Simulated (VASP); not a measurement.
# TiAg2 in VASP: single point with r2SCAN

Aim: the single point of TiAg2 with r2SCAN.

Program: VASP 6.6.1. These are calculated values, not measurements. Logs are shortened: lines on timing, memory, paths and dates and some standing lists are left out, and cuts for length are marked.

## 1. The cell of the first run

The typed cell holds 3 atoms: a = 3.200 Å, b = 3.200 Å, c = 5.724 Å, α = 90.00°, β = 90.00°, γ = 120.00°.

## 2. Single point, r2SCAN

Input file POSCAR:

```
TiAg2
1.0
    3.1998280000      0.0000000000      0.0000000000
   -1.5999140000      2.7711360000      0.0000000000
    0.0000000000      0.0000000000      5.7242450000
Ag Ti
2 1
Direct
    0.3333000000      0.6667000000      0.2500000000
    0.6667000000      0.3333000000      0.7500000000
    0.0000000000      0.0000000000      0.0000000000
```

Input file INCAR.step1:

```
SYSTEM = TiAg2
PREC = Accurate
ENCUT = 520
ISMEAR = -1
SIGMA = 0.1
LREAL = .FALSE.
LASPH = .TRUE.
NELM = 60
NBANDS = 24
GGA = PE
ALGO = Normal
EDIFF = 1E-4
LWAVE = .TRUE.
LCHARG = .FALSE.
```

Input file INCAR.step2:

```
SYSTEM = TiAg2
PREC = Accurate
ENCUT = 520
EDIFF = 1E-7
ISMEAR = -1
SIGMA = 0.1
LREAL = .FALSE.
LASPH = .TRUE.
NELM = 60
ALGO = Normal
ISIF = 2
LWAVE = .FALSE.
LCHARG = .FALSE.
METAGGA = R2SCAN
LMIXTAU = .TRUE.
NBANDS = 24
ISTART = 1
```

Input file KPOINTS:

```
Automatic mesh
0
G
  12 12 6
  0 0 0
```

Potentials or basis: VASP PAW PBE potentials, release 64 (Ag, Ti_sv).

Launch:

```bash
$ cat potpaw_PBE.64/Ag/POTCAR potpaw_PBE.64/Ti_sv/POTCAR > POTCAR
$ cp INCAR.step1 INCAR
$ mpirun -np 1 vasp_std > vasp.out
$ cp INCAR.step2 INCAR
$ mpirun -np 1 vasp_std > vasp.out
```

OUTCAR:

```text
SYSTEM = TiAg2
   PREC = Accurate
   ENCUT = 520
   EDIFF = 1E-7
   ISMEAR = -1
   LREAL = .FALSE.
   LASPH = .TRUE.
   NELM = 60
   ISIF = 2
   METAGGA = R2SCAN
   ISTART = 1

 ion  position               nearest neighbor table
   1  0.333  0.667  0.250-   3 2.34   3 2.34   3 2.34   2 3.41   2 3.41   2 3.41   2 3.41   2 3.41
                             2 3.41
   2  0.667  0.333  0.750-   3 2.34   3 2.34   3 2.34   1 3.41   1 3.41   1 3.41   1 3.41   1 3.41
                             1 3.41
   3  0.000  0.000  0.000-   1 2.34   2 2.34   2 2.34   1 2.34   2 2.34   1 2.34

  LATTYP: Found a hexagonal cell.
 ALAT       =     3.1998280000
 C/A-ratio  =     1.7889227171

  Lattice vectors:

 A1 = (   3.1998280000,   0.0000000000,   0.0000000000)
 A2 = (  -1.5999140000,   2.7711360000,   0.0000000000)
 A3 = (   0.0000000000,   0.0000000000,   5.7242450000)

Analysis of symmetry for initial positions (statically):
=====================================================================
 Subroutine PRICEL returns:
 Original cell was already a primitive cell.

 Routine SETGRP: Setting up the symmetry group for a
 hexagonal supercell.

 Subroutine GETGRP returns: Found  4 space group operations
 (whereof  4 operations were pure point group operations)
 out of a pool of 24 trial point group operations.

The static configuration has the point symmetry C_2h.

Analysis of symmetry for dynamics (positions and initial velocities):
=====================================================================
 Subroutine PRICEL returns:
 Original cell was already a primitive cell.

 Routine SETGRP: Setting up the symmetry group for a
 hexagonal supercell.

 Subroutine GETGRP returns: Found  4 space group operations
 (whereof  4 operations were pure point group operations)
 out of a pool of 24 trial point group operations.

The dynamic configuration has the point symmetry C_2h.

 Subroutine INISYM returns: Found  4 space group operations
 (whereof  4 operations are pure point group operations),
 and found     1 'primitive' translations

----------------------------------------------------------------------------------------

                                     Primitive cell

  volume of cell :      50.7578

  direct lattice vectors                    reciprocal lattice vectors
     3.199828000  0.000000000  0.000000000     0.312516798  0.180431419  0.000000000
    -1.599914000  2.771136000  0.000000000     0.000000000  0.360862837  0.000000000
     0.000000000  0.000000000  5.724245000     0.000000000  0.000000000  0.174695528

  length of vectors
     3.199828000  3.199831173  5.724245000     0.360863195  0.360862837  0.174695528

  position of ions in fractional coordinates (direct lattice)
     0.333300000  0.666700000  0.250000000
     0.666700000  0.333300000  0.750000000
     0.000000000  0.000000000  0.000000000

  ion indices of the primitive-cell ions
   primitive index   ion index
                 1           1
                 2           2
                 3           3

----------------------------------------------------------------------------------------

 KPOINTS: Automatic mesh

Automatic generation of k-mesh.
 Grid dimensions read from file:
 generate k-points for:   12   12    6

 Generating k-lattice:

  Cartesian coordinates                     Fractional coordinates (reciprocal lattice)
     0.026043066  0.015035952  0.000000000     0.083333333  0.000000000  0.000000000
     0.000000000  0.030071903  0.000000000     0.000000000  0.083333333  0.000000000
     0.000000000  0.000000000  0.029115921     0.000000000  0.000000000  0.166666667

  Length of vectors
     0.030071933  0.030071903  0.029115921

  Shift w.r.t. Gamma in fractional coordinates (k-lattice)
     0.000000000  0.000000000  0.000000000

 Subroutine IBZKPT returns following result:
 ===========================================

 Found    242 irreducible k-points:

 Following reciprocal coordinates:
            Coordinates               Weight
  0.000000  0.000000  0.000000      1.000000
  0.083333 -0.000000  0.000000      4.000000
 -0.083333  0.083333  0.000000      2.000000
  0.166667 -0.000000  0.000000      4.000000
 -0.166667  0.166667  0.000000      2.000000
  0.250000 -0.000000  0.000000      4.000000
[... 16 lines left out ...]
 -0.083333  0.416667  0.000000      4.000000
 -0.416667  0.333333  0.000000      4.000000
 [... further k-points ...]
   k-points           NKPTS =    242   k-points in BZ     NKDIM =    242   number of bands    NBANDS=     24
   number of dos      NEDOS =    301   number of ions     NIONS =      3
   total plane-waves  NPLWV =  27648
   dimension x,y,z NGX =    24 NGY =   24 NGZ =   48
   dimension x,y,z NGXF=    48 NGYF=   48 NGZF=   96
   ions per type =               2   1
   NGX,Y,Z   is equivalent  to a cutoff of  12.47, 12.47, 13.94 a.u.
   NGXF,Y,Z  is equivalent  to a cutoff of  24.94, 24.94, 27.88 a.u.
 SYSTEM =  TiAg2
   PREC   = accura    normal or accurate (medium, high low for compatibility)
   ISTART =      1    job   : 0-new  1-cont  2-samecut
   ICHARG =      0    charge: 1-file 2-atom 10-const
   ISPIN  =      1    spin polarized calculation?
   LNONCOLLINEAR =      F non collinear calculations
   LSORBIT =      F    spin-orbit coupling
   LASPH  =      T    aspherical Exc in radial PAW
   ENCUT  =  520.0 eV  38.22 Ry    6.18 a.u.   5.95  5.95 10.64*2*pi/ulx,y,z
   NELM   =     60;   NELMIN=  2; NELMDL=  0     # of ELM steps
   EDIFF  = 0.1E-06   stopping-criterion for ELM
   LREAL  =      F    real-space projection
   EDIFFG = 0.1E-05   stopping-criterion for IOM
   NSW    =      0    number of steps for IOM
   IBRION =     -1    ionic relax: 0-MD 1-quasi-New 2-CG
   NFREE  =      0    steps in history (QN), initial steepest desc. (CG)
   ISIF   =      2    stress and relaxation
   ISYM   =      2    0-nonsym 1-usesym 2-fastsym
   POTIM  = 0.5000    time-step for ionic-motion
   TEBEG  =    0.0;   TEEND  =   0.0 temperature during run
   PSTRESS=    0.0 pullay stress
   NELECT =      34.0000    total number of electrons
   NUPDOWN=      -1.0000    fix difference up-down
   EMIN   =  10.00;   EMAX   =-10.00  energy-range for DOS
   EFERMI =   0.00;   METHOD = LEGACY
   ISMEAR =    -1;   SIGMA  =   0.10  broadening in eV -4-tet -1-fermi 0-gaus
   EFERMI_NEDOS =   21; number of points for ismear=-14 and -15
   IALGO  =     38    algorithm
   IMIX   =      4    mixing-type and parameters
     AMIX     =   0.40;   BMIX     =  1.00
     AMIX_MAG =   1.60;   BMIX_MAG =  1.00
  volume/ion in A,a.u.               =      16.92       114.18
  Fermi-wavevector in a.u.,A,eV,Ry     =   1.432409  2.706860 27.916356  2.051794
  Thomas-Fermi vector in A             =   2.552039
   LORBIT       =      0    0 simple, 1 ext, 2 COOP (PROOUT), +10 PAW based schemes
   METAGGA = R2SCAN    functional components
   LHFCALC =     F    Hartree Fock is set to
   AEXX    =    0.0000 exact exchange contribution
   IVDW    =     0    specifies the selected vdW correction
   LEPSILON=     F    determine dielectric tensor
   LRPA    =     F    only Hartree local field effects (RPA)
 non-spin polarized calculation
  energy-cutoff  :      520.00
  volume of cell :       50.76
 maximum number of plane-waves:      1392
   NGX = 11   NGY = 11   NGZ = 21

 number of electron      34.0000002 magnetization

 Free energy of the ion-electron system (eV)
  ---------------------------------------------------
  ext. energy  EPLUGINS =         0.00000000
  ---------------------------------------------------
  free energy    TOTEN  =       -51.75190888 eV

  energy without entropy =      -51.69701057  energy(sigma->0) =      -51.72445972

 E-fermi :   9.0633     XC(G=0): -12.6917

 val. band max:        9.0485227850   @ k =  -0.4167   0.3333   0.0000
 cond. band min:       9.0674307316   @ k =  -0.2500  -0.4167   0.0000
 fundamental gap:      0.0189079465
 Fermi energy:         9.0632629577

 k-point     1 :       0.0000    0.0000    0.0000
  band No.  band energies     occupation
      1     -50.4815      2.00000
      2     -25.9504      2.00000
      3     -25.6581      2.00000
      4     -25.6579      2.00000
      5       1.0774      2.00000
      6       1.7241      2.00000
[... 16 lines left out ...]
     23      20.1605      0.00000
     24      22.5921      0.00000

 k-point     2 :       0.0833   -0.0000    0.0000
  band No.  band energies     occupation
      1     -50.4799      2.00000
      2     -25.9488      2.00000
      3     -25.6731      2.00000
      4     -25.6618      2.00000
      5       1.2367      2.00000
      6       1.7632      2.00000
[... 16 lines left out ...]
     23      20.3865      0.00000
     24      22.0687      0.00000

 k-point     3 :      -0.0833    0.0833    0.0000
  band No.  band energies     occupation
      1     -50.4799      2.00000
      2     -25.9488      2.00000
      3     -25.6733      2.00000
      4     -25.6616      2.00000
      5       1.2367      2.00000
      6       1.7634      2.00000
[... 16 lines left out ...]
     23      20.3864      0.00000
     24      22.0680      0.00000

 k-point     4 :       0.1667   -0.0000    0.0000
  band No.  band energies     occupation
      1     -50.4753      2.00000
      2     -25.9446      2.00000
      3     -25.7143      2.00000
      4     -25.6718      2.00000
      5       1.6080      2.00000
      6       1.7071      2.00000
[... 16 lines left out ...]
     23      19.2169      0.00000
     24      21.3758      0.00000

 k-point     5 :      -0.1667    0.1667    0.0000
  band No.  band energies     occupation
      1     -50.4753      2.00000
      2     -25.9446      2.00000
      3     -25.7145      2.00000
      4     -25.6717      2.00000
      5       1.6080      2.00000
      6       1.7074      2.00000
[... 16 lines left out ...]
     23      19.2164      0.00000
     24      21.3801      0.00000

 k-point     6 :       0.2500   -0.0000    0.0000
  band No.  band energies     occupation
      1     -50.4690      2.00000
      2     -25.9390      2.00000
      3     -25.7701      2.00000
      4     -25.6856      2.00000
      5       1.5133      2.00000
      6       1.8928      2.00000
[... 16 lines left out ...]
     23      16.6357      0.00000
     24      19.7145      0.00000
[... 379 lines left out ...]
 k-point    21 :      -0.3333    0.2500    0.0000
  band No.  band energies     occupation
      1     -50.4650      2.00000
      2     -25.9355      2.00000
      3     -25.8003      2.00000
      4     -25.6992      2.00000
      5       1.4861      2.00000
      6       1.9765      2.00000
[... 16 lines left out ...]
     23      15.4513      0.00000
     24      17.9547      0.00000

 k-point    22 :       0.3333    0.0833    0.0000
  band No.  band energies     occupation
      1     -50.4596      2.00000
      2     -25.9307      2.00000
      3     -25.8457      2.00000
      4     -25.7133      2.00000
      5       1.3012      2.00000
      6       2.0605      2.00000
[... 16 lines left out ...]
     23      13.4325      0.00000
     24      16.8560      0.00000

 k-point    23 :      -0.0833    0.4167    0.0000
  band No.  band energies     occupation
      1     -50.4596      2.00000
      2     -25.9307      2.00000
      3     -25.8457      2.00000
      4     -25.7133      2.00000
      5       1.3011      2.00000
      6       2.0606      2.00000
[... 16 lines left out ...]
     23      13.4325      0.00000
     24      16.8560      0.00000

 k-point    24 :      -0.4167    0.3333    0.0000
  band No.  band energies     occupation
      1     -50.4596      2.00000
      2     -25.9307      2.00000
      3     -25.8458      2.00000
      4     -25.7131      2.00000
      5       1.3014      2.00000
      6       2.0604      2.00000
[... 16 lines left out ...]
     23      13.4321      0.00000
     24      16.8560      0.00000

 [... further k-points ...]
[... 5 lines left out ...]
  --------------------------------------------------------------------------------------
  -------------------------------------------------------------------------------------
  Total       11.7415584     11.7372995     15.0576484     -0.0037152     -0.0021301      0.0036894
  in kB      370.6240840    370.4896519    475.2969714     -0.1172703     -0.0672360      0.1164561
  external PRESSURE =     405.4702358 kB  Pullay stress =       0.0000000 kB

 VOLUME and BASIS-vectors are now :
 -----------------------------------------------------------------------------
  energy-cutoff  :      520.00
  volume of cell :       50.76
      direct lattice vectors                 reciprocal lattice vectors
     3.199828000  0.000000000  0.000000000     0.312516798  0.180431419  0.000000000
    -1.599914000  2.771136000  0.000000000     0.000000000  0.360862837  0.000000000
     0.000000000  0.000000000  5.724245000     0.000000000  0.000000000  0.174695528

 POSITION                                       TOTAL-FORCE (eV/Angst)
 -----------------------------------------------------------------------------------
     -0.00016      1.84752      1.43106         0.001316     -0.000760      6.153278
      1.60007      0.92362      4.29318        -0.001316      0.000760     -6.153278
      0.00000      0.00000      0.00000         0.000000      0.000000      0.000000
 -----------------------------------------------------------------------------------
    total drift:                                0.000000      0.000000     -0.000000

  FREE ENERGIE OF THE ION-ELECTRON SYSTEM (eV)
  ---------------------------------------------------
  free  energy   TOTEN  =       -51.7519088844 eV

  energy  without entropy=      -51.6970105653  energy(sigma->0) =      -51.72445972
```

It took 22 min on 1 thread of Oxide Virtual Turin-like, shared host; peak memory 0.35 GiB.

What came out:

| Quantity | Value |
| --- | --- |
| Free energy | -51.7519 eV |
| Pressure | 40.5 GPa |
| Largest force | 6.153 eV/Å |
| Band gap on the k mesh | zero (bands 17 and 18 overlap by 1.15 eV) |

Forces in eV/Å, atoms in the order of the input:
```
Ag   0.001 -0.001  6.153
Ag  -0.001  0.001 -6.153
Ti   0.000  0.000  0.000
```

Stress tensor (GPa, compression positive):
```
37.06 -0.01  0.01
-0.01 37.05 -0.01
 0.01 -0.01 47.53
```

Levels at points of the mesh, in eV from the Fermi level:
| k point | band 14 | band 15 | band 16 | band 17 | band 18 | band 19 | band 20 | band 21 |
| --- | --- | --- | --- | --- | --- | --- | --- | --- |
| (0.00, 0.00, 0.00) | -5.64 | -5.64 | -2.51 | -1.34 | 1.24 | 1.24 | 2.34 | 2.34 |
| (0.50, 0.00, 0.00) | -5.34 | -2.77 | -1.95 | -1.13 | 1.09 | 1.35 | 2.57 | 2.71 |
| (0.50, 0.50, 0.00) | -5.35 | -2.77 | -1.95 | -1.13 | 1.09 | 1.35 | 2.57 | 2.71 |
| (0.00, 0.00, 0.50) | -5.76 | -5.76 | -5.28 | 0.66 | 1.29 | 1.29 | 2.42 | 2.42 |
| (0.50, 0.00, 0.50) | -5.37 | -2.62 | -2.01 | -1.05 | 0.77 | 1.10 | 1.18 | 2.50 |
| (0.50, 0.50, 0.50) | -5.37 | -2.62 | -2.01 | -1.05 | 0.77 | 1.10 | 1.18 | 2.50 |

Caveat: the stress differs along the axes, from 37 to 48 GPa; the PAW data sets were made with another functional, which shifts forces and pressure a little.
